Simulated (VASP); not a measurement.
Write the native input for VASP 6.6.1 that does the following.

```
Task                   : relaxation of volume and atoms at fixed shape
Functional             : PBEsol
Potentials or basis    : VASP PAW PBE potentials, release 64 (Ti_sv, Ta_pv)
Cutoff                 : 500 eV
k mesh                 : 9 × 9 × 5
Occupations            : methfessel-paxton, width 0.05 eV
Spin                   : no spin polarisation
Dipole correction      : no
Further INCAR settings : ALGO = Normal; EDIFF = 1e-07; IBRION = 2; EDIFFG = -0.01; NSW = 50; ISIF = 8
```

The structure of TaTi lies in POSCAR:

```
TaTi
1.0
    2.8186440000      0.0000000000      0.0000000000
   -0.9267535817      2.6619319671      0.0000000000
    0.0000000000      0.0000000000      4.6841290000
Ti Ta
1 1
Direct
    0.5000000000      0.5000000000      0.5000000000
    0.0000000000      0.0000000000      0.0000000000
```

The input as run:

INCAR

```
  PREC = Accurate
  ENCUT = 500
  EDIFF = 1E-7
  ISMEAR = 1
  SIGMA = 0.05
  LREAL = F
  LASPH = T
  NELM = 120
  ALGO = Normal
  ISIF = 8
  LWAVE = F
  LCHARG = F
  GGA = PS
  IBRION = 2
  NSW = 50
  EDIFFG = -0.01
  GGA_COMPAT = F
  NELMIN = 4
```

KPOINTS

```
regular mesh
0
Gamma
  9 9 5
```

Potentials or basis: VASP PAW PBE potentials, release 64 (Ti_sv, Ta_pv).

The run is started by

```sh
$ cat potpaw_PBE.64/Ti_sv/POTCAR potpaw_PBE.64/Ta_pv/POTCAR > POTCAR
$ mpirun -np 1 vasp_std > vasp.out
```

Results of the run:

| Property | Result |
| --- | --- |
| Relaxed volume | 17.00 Å³/atom |
| Relaxed cell | a = 2.788 Å, b = 2.788 Å, c = 4.633 Å, α = 90.00°, β = 90.00°, γ = 109.20° |
| Space group after relaxing (to 0.05 Å) | Cmmm (No. 65) |
| Energy gained by relaxing | 9.4 meV/atom |
| Ionic steps | 3 |
| Pressure after relaxing | -0.1 GPa |

Caveat: the PAW data sets were made with another functional, which shifts forces and pressure a little.

Wall time 2.9 min on 1 thread of Intel Xeon 8259CL, on a shared host, peak memory 0.19 GiB.
